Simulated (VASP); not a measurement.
## TePb: single point with LDA

TePb, a slab with vacuum:

```xyz
6
Lattice="4.5119 0.0000 0.0000 0.0000 4.5119 0.0000 0.0000 0.0000 22.3808" Properties=species:S:1:pos:R:3 pbc="T T T"
Pb    1.1280    1.1280    8.1391
Pb    3.3839    3.3839   11.1904
Pb    1.1280    1.1280   14.2417
Te    3.3839    3.3839    8.0420
Te    1.1280    1.1280   11.1904
Te    3.3839    3.3839   14.3387
```

```json
{"Program": "VASP 6.6.1", "Task": "single point", "Functional": "LDA", "Potentials or basis": "VASP PAW LDA potentials, release 64 (Pb_d, Te)", "Cutoff": "520 eV", "k mesh": "7 × 7 × 1", "Occupations": "fermi-dirac, width 0.02 eV", "Spin": "no spin polarisation"}
```

| Item | Value |
| --- | --- |
| Largest force | 0.012 eV/Å |
| Band gap on the k mesh | 0.93 eV |

Forces in eV/Å, atoms in the order of the input:
```
Pb   0.000  0.000 -0.012
Pb   0.000  0.000  0.000
Pb   0.000  0.000  0.012
Te   0.000  0.000 -0.007
Te   0.000  0.000  0.000
Te   0.000  0.000  0.007
```

Levels at points of the mesh, in eV from the valence-band top:
```tsv
k point	band 26	band 27	band 28	band 29	band 30	band 31	band 32	band 33	band 34	band 35
(0.00, 0.00, 0.00)	-2.00	-1.56	-1.49	-1.49	-0.73	2.03	2.66	3.37	4.22	4.22
```

It took 2.6 min on 1 thread of Intel(R) Xeon(R) 6975P-C (Granite Rapids), on a shared host, peak memory 0.45 GiB.

Caveat: there is no dipole correction, which matters where the two faces differ; spin-orbit coupling is left out, which moves the levels of the heavy elements.
